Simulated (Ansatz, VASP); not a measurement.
CuO in VASP and in Ansatz

```
Cu O
1.0
     2.09288   -2.09167    0.16582
     2.09288    2.09167    0.16582
    -0.40831    0.00000    5.15727
Cu O
2 2
Direct
  0.00000 0.50000 0.00000
  0.50000 0.00000 0.50000
  0.49999 0.50001 0.25000
  0.50001 0.49999 0.75000
```

Alike in both runs: task single point; functional PBE; k mesh 16 × 16 × 10; occupations gaussian, width 0.15 eV; no spin polarisation; Hubbard terms Cu d U = 4.0 eV.

```csv
,VASP,Ansatz
version,VASP 6.6.1,Ansatz 0.2.0
potentials or method,"VASP PAW PBE potentials, release 64 (Cu, O), cutoff 520 eV","scalar-relativistic, plane waves, PAW"
valence electrons in the cell,34,50
```

```csv
,VASP,Ansatz,Ansatz less VASP
gap on the k mesh at the Fermi level (eV),none,none,-
pressure (GPa),-2.6,0.0,+2.58
"traceless stress, the component that is largest in VASP (GPa)",-0.41,0.02,+0.433
```

The programs project onto different local orbitals, so the same U acts differently, and such runs can settle in different states. A gap of «none» marks a metal or a gap that the smearing closes. VASP's potentials hold 34 valence electrons a cell and Ansatz's 50, so a difference there can come from the potentials and not from the codes. Ansatz's warnings: filled band counts differ across k points.
